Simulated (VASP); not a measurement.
Set up this calculation in VASP 6.6.1, as the native input.

* Task: single point
* Functional: r2SCAN
* Potentials or basis: VASP PAW PBE potentials, release 64 (Ga_d, N)
* Cutoff: 520 eV
* k mesh: 10 × 10 × 10
* Occupations: fermi-dirac, width 0.02 eV
* Spin: non-collinear spin, zero start, spin-orbit coupling
* Starting moments: [[0.0, 0.0, 0.0], [0.0, 0.0, 0.0]] μB
* Dipole correction: no
* Further INCAR settings: ALGO = Normal; EDIFF = 1e-06; NBANDS = 30

GaN:

```
CELL_PARAMETERS angstrom
0.00000 2.17177 2.05128
2.17177 0.00000 2.05128
2.17177 2.17177 0.00000
ATOMIC_POSITIONS crystal
Ga 0.00000 0.00000 0.00000
N 0.50000 0.50000 0.50000
```

This cell differs from its parent crystal: epitaxial xy strain +3.0%.

These files were run (other wordings do the same):

POSCAR

```
GaN
1.0
    0.0000000000      2.1717706913      2.0512806769
    2.1717706913      0.0000000000      2.0512806769
    2.1717706913      2.1717706913      0.0000000000
Ga N
1 1
Direct
    0.0000000000      0.0000000000      0.0000000000
    0.5000000000      0.5000000000      0.5000000000
```

INCAR.step1

```
PREC = Accurate
ENCUT = 520
ISMEAR = -1
SIGMA = 0.02
LREAL = F
LASPH = T
NELM = 150
MAGMOM = 0 0 0 0 0 0
LSORBIT = T
GGA_COMPAT = F
NBANDS = 30
GGA = PE
ALGO = Normal
EDIFF = 1E-4
LWAVE = T
LCHARG = F
```

INCAR.step2

```
PREC = Accurate
ENCUT = 520
EDIFF = 1E-6
ISMEAR = -1
SIGMA = 0.02
LREAL = F
LASPH = T
NELM = 150
ALGO = Normal
ISIF = 2
LWAVE = F
LCHARG = F
MAGMOM = 0 0 0 0 0 0
LORBIT = 11
LSORBIT = T
GGA_COMPAT = F
LORBMOM = T
METAGGA = R2SCAN
LMIXTAU = T
NBANDS = 30
ISTART = 1
```

KPOINTS

```
Automatic mesh
0
Gamma
  10 10 10
```

Potentials or basis: VASP PAW PBE potentials, release 64 (Ga_d, N).

The run is started by

```sh
$ cat potpaw_PBE.64/Ga_d/POTCAR potpaw_PBE.64/N/POTCAR > POTCAR
$ cp INCAR.step1 INCAR
$ mpirun -np 1 vasp_ncl > vasp.out
$ cp INCAR.step2 INCAR
$ mpirun -np 1 vasp_ncl > vasp.out
```

It gave:

```yaml
Pressure: -4.9 GPa
Net_moment: 0.00 μB per cell
Valence_electrons_inside_the_program's_atomic_spheres: Ga 11.57; N 3.76
```

Caveat: the cell differs from its parent crystal (epitaxial xy strain +3.0%); the stress differs along the axes, from -8 to 2 GPa; the structure was generated, so it needn't be the stable form of GaN; the PAW data sets were made with another functional, which shifts forces and pressure a little.

It took 13 min on 1 thread of AMD EPYC 7R13 Processor (Zen 3), with other jobs on the host, peak memory 0.25 GiB.
